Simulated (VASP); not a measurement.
SrGa2B2: single point with PBE

SrGa2B2:

```
Ga B Sr
1.0
     2.21800    3.84168    0.00000
    -2.21800    3.84168    0.00000
     0.00000    0.00000    4.74477
Ga B Sr
2 2 1
Cartesian
  -0.0002 2.5612 2.2092
  0.0002 5.1221 2.5356
  -0.0002 2.5612 0.5063
  0.0002 5.1221 4.2385
  0.0000 0.0000 0.0000
```

| Property | Result |
| --- | --- |
| Program | VASP 6.6.1 |
| Task | single point |
| Functional | PBE |
| Potentials or basis | VASP PAW PBE potentials, release 64 (Ga_d, B, Sr_sv) |
| Cutoff | 520 eV |
| k mesh | 5 × 5 × 4 |
| Occupations | fermi-dirac, width 0.1 eV |
| Spin | no spin polarisation |

The pressure is 24.1 GPa, the largest force is 7.580 eV/Å and the band gap on the k mesh is zero (band 21 reaches 5.45 eV, above the bottom of band 22 at 4.04 eV).

Forces in eV/Å, atoms in the order of the input:
```
Ga   0.002 -0.001  7.399
Ga  -0.002  0.001 -7.399
B    0.000  0.000 -7.579
B    0.000  0.000  7.580
Sr   0.000  0.000  0.000
```

Stress tensor (GPa, compression positive):
```
10.17 -0.01  0.00
-0.01 10.16  0.00
 0.00  0.00 52.09
```

Levels at points of the mesh, in eV from the Fermi level:
| k point | band 19 | band 20 | band 21 | band 22 | band 23 | band 24 |
| --- | --- | --- | --- | --- | --- | --- |
| (0.00, 0.00, 0.00) | -3.36 | -1.25 | -0.11 | 1.28 | 1.28 | 2.36 |
| (0.00, 0.00, 0.50) | -2.47 | -2.47 | -0.91 | -0.90 | 1.86 | 1.91 |

It took 86 s on 1 thread of Intel(R) Xeon(R) Platinum 8488C (Sapphire Rapids) (shared host), peak memory 0.26 GiB.

Caveat: forces of over 1 eV/Å act on the atoms, so gaps and moduli don't describe the material at rest.
